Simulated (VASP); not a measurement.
# In (I4/mmm) in VASP: notebook, part 2 of 2

VASP 6.6.1. Earlier steps stand in the parts before.

## Step 4: Single point, PBE

INCAR

```
SYSTEM = In
ALGO = Normal ; EDIFF = 1E-6
ENCUT = 520 ; GGA = PE
ISIF = 2 ; ISMEAR = 0
LASPH = .TRUE. ; LCHARG = .FALSE.
LREAL = .FALSE. ; LWAVE = .FALSE.
NBANDS = 12 ; NELM = 80
PREC = Accurate ; SIGMA = 0.017
```

KPOINTS

```
k-points
0
G
  11 11 11
  0 0 0
```

POSCAR

```
In
1.0
   -1.6254700000      1.6254700000      2.4737000000
    1.6254700000     -1.6254700000      2.4737000000
    1.6254700000      1.6254700000     -2.4737000000
In
1
Direct
    0.0000000000      0.0000000000      0.0000000000
```

Potentials or basis: VASP PAW PBE potentials, release 64 (In_d).

Launch:

```
cat potpaw_PBE.64/In_d/POTCAR > POTCAR
mpirun -np 1 vasp_std > vasp.out
```

OUTCAR:

```text
SYSTEM = In
   EDIFF = 1E-6
   ENCUT = 520
   GGA = PE
   ISIF = 2
   ISMEAR = 0
   LASPH = .TRUE.
   LREAL = .FALSE.
   NELM = 80
   PREC = Accurate

 ion  position               nearest neighbor table
   1  0.000  0.000  0.000-

  LATTYP: Found a body centered tetragonal cell.
 ALAT       =     3.2509400000
 C/A-ratio  =     1.5218367611

  Lattice vectors:

 A1 = (  -1.6254700000,   1.6254700000,   2.4737000000)
 A2 = (   1.6254700000,  -1.6254700000,   2.4737000000)
 A3 = (   1.6254700000,   1.6254700000,  -2.4737000000)

Analysis of symmetry for initial positions (statically):
=====================================================================
 Subroutine PRICEL returns:
 Original cell was already a primitive cell.

 Routine SETGRP: Setting up the symmetry group for a
 body centered tetragonal supercell.

 Subroutine GETGRP returns: Found 16 space group operations
 (whereof 16 operations were pure point group operations)
 out of a pool of 16 trial point group operations.

The static configuration has the point symmetry D_4h.

Analysis of symmetry for dynamics (positions and initial velocities):
[... 161 lines left out ...]
 cond. band min:       7.5923346166   @ k =  -0.4545  -0.4545   0.1818
 fundamental gap:      0.0382781552
 Fermi energy:         7.5702323619

 k-point     1 :       0.0000    0.0000    0.0000
  band No.  band energies     occupation
      1      -7.1758      2.00000
      2      -7.0717      2.00000
      3      -7.0717      2.00000
      4      -6.9912      2.00000
      5      -6.8854      2.00000
      6      -2.0182      2.00000
      7      18.0789      0.00000
      8      18.0789      0.00000
      9      18.2514      0.00000
     10      19.1095      0.00000
     11      21.4949      0.00000
     12      21.6204      0.00000
[... 331 lines left out ...]
 k-point    24 :      -0.1818    0.1818    0.0000
  band No.  band energies     occupation
      1      -7.1417      2.00000
      2      -7.0435      2.00000
      3      -6.9970      2.00000
      4      -6.9922      2.00000
      5      -6.9084      2.00000
      6      -0.9973      2.00000
      7      14.7026      0.00000
      8      14.9536      0.00000
      9      15.6321      0.00000
     10      16.8607      0.00000
     11      19.0485      0.00000
     12      24.0114      0.00000

 [... further k-points ...]
[... 5 lines left out ...]
  --------------------------------------------------------------------------------------
  -------------------------------------------------------------------------------------
  Total        0.3565076      0.3565076      0.2499313      0.0000000     -0.0000000      0.0000000
  in kB       21.8481392     21.8481392     15.3167389      0.0000000     -0.0000000      0.0000000
  external PRESSURE =      19.6710057 kB  Pullay stress =       0.0000000 kB

 VOLUME and BASIS-vectors are now :
 -----------------------------------------------------------------------------
  energy-cutoff  :      520.00
  volume of cell :       26.14
      direct lattice vectors                 reciprocal lattice vectors
    -1.625470000  1.625470000  2.473700000     0.000000000  0.307603339  0.202126369
     1.625470000 -1.625470000  2.473700000     0.307603339  0.000000000  0.202126369
     1.625470000  1.625470000 -2.473700000     0.307603339  0.307603339  0.000000000

 POSITION                                       TOTAL-FORCE (eV/Angst)
 -----------------------------------------------------------------------------------
      0.00000      0.00000      0.00000        -0.000000      0.000000     -0.000000
 -----------------------------------------------------------------------------------
    total drift:                               -0.000000     -0.000000     -0.000000

  FREE ENERGIE OF THE ION-ELECTRON SYSTEM (eV)
  ---------------------------------------------------
  free  energy   TOTEN  =        -2.5493992511 eV

  energy  without entropy=       -2.5493627475  energy(sigma->0) =       -2.54938100
```

It took 38 s on 1 thread of Intel Xeon Platinum 8259CL at 2.50GHz (Skylake/Cascade Lake), shared host; peak memory 0.18 GiB.

What came out:

```
Free energy : -2.5494 eV
Pressure    : 2.0 GPa
```

Caveat: spin-orbit coupling is left out, which moves the levels of the heavy elements.

## Step 5: Single point, PBE

INCAR

```
PREC     = Accurate       # precision mode
ENCUT    = 520            # plane-wave cutoff, eV
EDIFF    = 1E-6           # SCF threshold, eV
ISMEAR   = 0              # smearing method
SIGMA    = 0.018000000000000002 # smearing width, eV
LREAL    = F              # projectors in reciprocal space
LASPH    = T              # aspherical terms in the spheres
NELM     = 60             # most SCF steps
ALGO     = Normal         # electronic algorithm
ISIF     = 2              # what is computed and relaxed
LWAVE    = F              # write WAVECAR
LCHARG   = T              # write CHGCAR
GGA      = PE             # functional
LELF     = T              # ELF
LVHAR    = T            
NBANDS   = 12             # bands
```

KPOINTS

```
Automatic mesh
0
Gamma
  11 11 11
```

POSCAR is that of step 4.

Launch:

```
cat potpaw_PBE.64/In_d/POTCAR > POTCAR
mpirun -np 1 vasp_std > vasp.out
```

It took 39 s on 1 thread of Intel Xeon Platinum 8259CL at 2.50GHz (Skylake/Cascade Lake), shared host; peak memory 0.18 GiB.

Results (log left out):

```yaml
Free_energy: -2.5494 eV
Pressure: 2.0 GPa
```

Stress tensor (GPa, compression positive):
```
2.18 0.00 0.00
0.00 2.18 0.00
0.00 0.00 1.53
```

Levels at points of the mesh, in eV from the Fermi level:
```tsv
k point	band 3	band 4	band 5	band 6	band 7	band 8	band 9	band 10
(0.00, 0.00, 0.00)	-14.64	-14.56	-14.46	-9.59	10.51	10.51	10.68	11.54
```

Caveat: spin-orbit coupling is left out, which moves the levels of the heavy elements.

## Step 6: Single point, PBE

INCAR

```
ALGO     = Normal         # electronic algorithm
EDIFF    = 1E-6           # SCF threshold, eV
ENCUT    = 520            # plane-wave cutoff, eV
GGA      = PE             # functional
ISIF     = 2              # what is computed and relaxed
ISMEAR   = 0              # smearing method
LASPH    = T              # aspherical terms in the spheres
LCHARG   = T              # write CHGCAR
LELF     = T              # ELF
LREAL    = F              # projectors in reciprocal space
LVHAR    = T            
LWAVE    = F              # write WAVECAR
NBANDS   = 12             # bands
NELM     = 100            # most SCF steps
PREC     = Accurate       # precision mode
SIGMA    = 0.019000000000000003 # smearing width, eV
```

KPOINTS

```
k-points
0
Gamma
  11 11 11
```

POSCAR is that of step 5.

Potentials or basis: VASP PAW PBE potentials, release 64 (In_d).

Launch:

```
cat potpaw_PBE.64/In_d/POTCAR > POTCAR
mpirun -np 1 vasp_std > vasp.out
```

OUTCAR:

```text
EDIFF = 1E-6
   ENCUT = 520
   GGA = PE
   ISIF = 2
   ISMEAR = 0
   LASPH = T
   LREAL = F
   NELM = 100
   PREC = Accurate

 ion  position               nearest neighbor table
   1  0.000  0.000  0.000-

  LATTYP: Found a body centered tetragonal cell.
 ALAT       =     3.2509400000
 C/A-ratio  =     1.5218367611

  Lattice vectors:

 A1 = (  -1.6254700000,   1.6254700000,   2.4737000000)
 A2 = (   1.6254700000,  -1.6254700000,   2.4737000000)
 A3 = (   1.6254700000,   1.6254700000,  -2.4737000000)

Analysis of symmetry for initial positions (statically):
=====================================================================
 Subroutine PRICEL returns:
 Original cell was already a primitive cell.

 Routine SETGRP: Setting up the symmetry group for a
 body centered tetragonal supercell.

 Subroutine GETGRP returns: Found 16 space group operations
 (whereof 16 operations were pure point group operations)
 out of a pool of 16 trial point group operations.

The static configuration has the point symmetry D_4h.

Analysis of symmetry for dynamics (positions and initial velocities):
=====================================================================
[... 162 lines left out ...]
 Fermi energy:         7.5708227153

 k-point     1 :       0.0000    0.0000    0.0000
  band No.  band energies     occupation
      1      -7.1758      2.00000
      2      -7.0717      2.00000
      3      -7.0717      2.00000
      4      -6.9912      2.00000
      5      -6.8855      2.00000
      6      -2.0182      2.00000
      7      18.0789      0.00000
      8      18.0789      0.00000
      9      18.2515      0.00000
     10      19.1095      0.00000
     11      21.4949      0.00000
     12      21.6204      0.00000
[... 331 lines left out ...]
 k-point    24 :      -0.1818    0.1818    0.0000
  band No.  band energies     occupation
      1      -7.1417      2.00000
      2      -7.0436      2.00000
      3      -6.9971      2.00000
      4      -6.9922      2.00000
      5      -6.9084      2.00000
      6      -0.9973      2.00000
      7      14.7025      0.00000
      8      14.9537      0.00000
      9      15.6321      0.00000
     10      16.8607      0.00000
     11      19.0485      0.00000
     12      24.0114      0.00000

 [... further k-points ...]
[... 5 lines left out ...]
  --------------------------------------------------------------------------------------
  -------------------------------------------------------------------------------------
  Total        0.3558390      0.3558390      0.2505349      0.0000000      0.0000000      0.0000000
  in kB       21.8071650     21.8071650     15.3537283      0.0000000      0.0000000      0.0000000
  external PRESSURE =      19.6560194 kB  Pullay stress =       0.0000000 kB

 VOLUME and BASIS-vectors are now :
 -----------------------------------------------------------------------------
  energy-cutoff  :      520.00
  volume of cell :       26.14
      direct lattice vectors                 reciprocal lattice vectors
    -1.625470000  1.625470000  2.473700000     0.000000000  0.307603339  0.202126369
     1.625470000 -1.625470000  2.473700000     0.307603339  0.000000000  0.202126369
     1.625470000  1.625470000 -2.473700000     0.307603339  0.307603339  0.000000000

 POSITION                                       TOTAL-FORCE (eV/Angst)
 -----------------------------------------------------------------------------------
      0.00000      0.00000      0.00000         0.000000      0.000000      0.000000
 -----------------------------------------------------------------------------------
    total drift:                               -0.000000     -0.000000     -0.000000

  FREE ENERGIE OF THE ION-ELECTRON SYSTEM (eV)
  ---------------------------------------------------
  free  energy   TOTEN  =        -2.5494041371 eV

  energy  without entropy=       -2.5493519249  energy(sigma->0) =       -2.54937803
```

OSZICAR:

```text
N       E                     dE             d eps       ncg     rms          rms(c)
DAV:   1     0.783726520911E+02    0.78373E+02   -0.62593E+03  3064   0.137E+03
DAV:   2     0.117994483872E+01   -0.77193E+02   -0.75166E+02  3188   0.294E+02
DAV:   3    -0.248790364186E+01   -0.36678E+01   -0.36572E+01  3584   0.645E+01
DAV:   4    -0.257301456524E+01   -0.85111E-01   -0.85084E-01  3832   0.971E+00
DAV:   5    -0.257698307092E+01   -0.39685E-02   -0.39684E-02  4236   0.188E+00    0.231E+00
DAV:   6    -0.255409117437E+01    0.22892E-01   -0.36651E-02  3876   0.391E+00    0.115E+00
DAV:   7    -0.254966392267E+01    0.44273E-02   -0.11545E-02  3956   0.203E+00    0.258E-01
DAV:   8    -0.254939693856E+01    0.26698E-03   -0.92097E-04  4232   0.504E-01    0.338E-02
DAV:   9    -0.254940336293E+01   -0.64244E-05   -0.12781E-05  4212   0.492E-02    0.152E-02
DAV:  10    -0.254940413707E+01   -0.77413E-06   -0.12333E-06  3312   0.116E-02
   1 F= -.25494041E+01 E0= -.25493780E+01  d E =-.522122E-04
```

Run time: 42 s. Hardware: 1 thread of Intel Xeon Platinum 8259CL at 2.50GHz (Skylake/Cascade Lake), shared host; peak memory 0.18 GiB.

What came out:

| Quantity | Value |
| --- | --- |
| Free energy | -2.5494 eV |
| Pressure | 2.0 GPa |

Stress tensor (GPa, compression positive):
```
2.18 0.00 0.00
0.00 2.18 0.00
0.00 0.00 1.54
```

Caveat: spin-orbit coupling is left out, which moves the levels of the heavy elements.

## Step 7: The runs side by side

```csv
smearing,gap on the mesh (eV),pressure (GPa)
gaussian 0.015 eV,none,2.0
gaussian 0.016 eV,none,2.0
gaussian 0.017 eV,none,2.0
gaussian 0.018 eV,none,2.0
gaussian 0.019 eV,none,2.0
```

Alike in all rows: task single point; level PBE; potentials or basis VASP PAW PBE potentials, release 64 (In_d); no spin polarisation; cell as given; k mesh 11 × 11 × 11; cutoff (eV) 520.

Every run on the cell as given and a fine mesh finds a metal.

Caveats: spin-orbit coupling is left out, which moves the levels of the heavy elements.

Absolute energies hang on the potentials; compare differences alone.
